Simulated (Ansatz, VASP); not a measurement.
# Cr in VASP and in Ansatz

File INCAR:

```
PREC = Accurate
ENCUT = 520
EDIFF = 1E-7
ISMEAR = -1
SIGMA = 0.05
LREAL = F
LASPH = T
NELM = 60
ALGO = Normal
ISIF = 2
LWAVE = F
LCHARG = F
GGA = PE
NBANDS = 19
```

The input KPOINTS:

```
regular mesh
0
Gamma
  11 11 11
```

The input POSCAR:

```
Cr
1.0
    2.9688993551      0.0000000000      0.0000000000
    0.0000000000      2.9688993551      0.0000000000
    0.0000000000      0.0000000000      2.9688993551
Cr
2
Direct
    0.0000000000      0.0000000000      0.0000000000
    0.5000000000      0.5000000000      0.5000000000
```

Input for Ansatz:

```yaml
crystal:
  lattice:
    - [2.9688993551, 0.0, 0.0]
    - [0.0, 2.9688993551, 0.0]
    - [0.0, 0.0, 2.9688993551]
  atoms:
    - { symbol: Cr, position: [0.0, 0.0, 0.0] }
    - { symbol: Cr, position: [0.5, 0.5, 0.5] }
kpoints:
  mp_grid: { grid: [11, 11, 11] }
scf:
  occupations: { method: fermi_dirac, width: 0.05 }
  lower_state_search: "off"
hamiltonian:
  xc: pbe
  pseudopotentials: { kind: paw }
output:
  forces: true
  stress: true
  eigenvalues: true
```

Alike in both runs: task single point; functional PBE; k mesh 11 × 11 × 11; occupations fermi-dirac, width 0.05 eV; no spin polarisation.

|  | VASP | Ansatz |
| --- | --- | --- |
| version | VASP 6.6.1 | Ansatz 0.2.0 |
| potentials or method | VASP PAW PBE potentials, release 64 (Cr_pv) | PAW with Ansatz's default frozen-core files, scalar-relativistic |
| plane-wave cutoff (eV) | 520 | 420 |
| valence electrons in the cell | 24 | 28 |

|  | VASP | Ansatz | Ansatz less VASP |
| --- | --- | --- | --- |
| pressure (GPa) | -25.0 | -24.7 | +0.29 |

With one functional, cell and mesh, what is left measures potentials, basis and numerics. VASP's potentials hold 24 valence electrons a cell and Ansatz's 28, so a difference there can come from the potentials and not from the codes.
